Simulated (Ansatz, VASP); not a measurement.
## TiCo: VASP beside Ansatz

```
Co Ti
1.0
     3.02541    0.00000    0.00000
     0.00000    3.02541    0.00000
     0.00000    0.00000    3.02541
Co Ti
1 1
Direct
  0.50000 0.50000 0.50000
  0.00000 0.00000 0.00000
```

Change from the starting cell: volume scaled by 1.04.

Alike in both runs: task single point; functional PBEsol; k mesh 9 × 9 × 9; occupations fermi-dirac, width 0.05 eV; collinear spin.

|  | VASP | Ansatz |
| --- | --- | --- |
| version | VASP 6.6.1 | Ansatz 0.2.0 |
| potentials or method | VASP PAW PBE potentials, release 64 (Co, Ti_sv), cutoff 520 eV | all-electron LAPW, scalar-relativistic |

|  | VASP | Ansatz | Ansatz less VASP |
| --- | --- | --- | --- |
| gap on the k mesh at the Fermi level (eV) | none | none | - |
| pressure (GPa) | -13.8 | -13.3 | +0.53 |
| net moment per atom (μB) | 0.38 | 0.41 | +0.028 |
| size of the moment on the site where the two differ most (μB) | 0.86 | 0.93 | +0.074 |

VASP's potentials were made for PBE, not for PBEsol. Site moments also hang on the region over which each program counts them. A gap of «none» marks a metal or a gap that the smearing closes. Ansatz ran all-electron here, and VASP with PAW potentials.
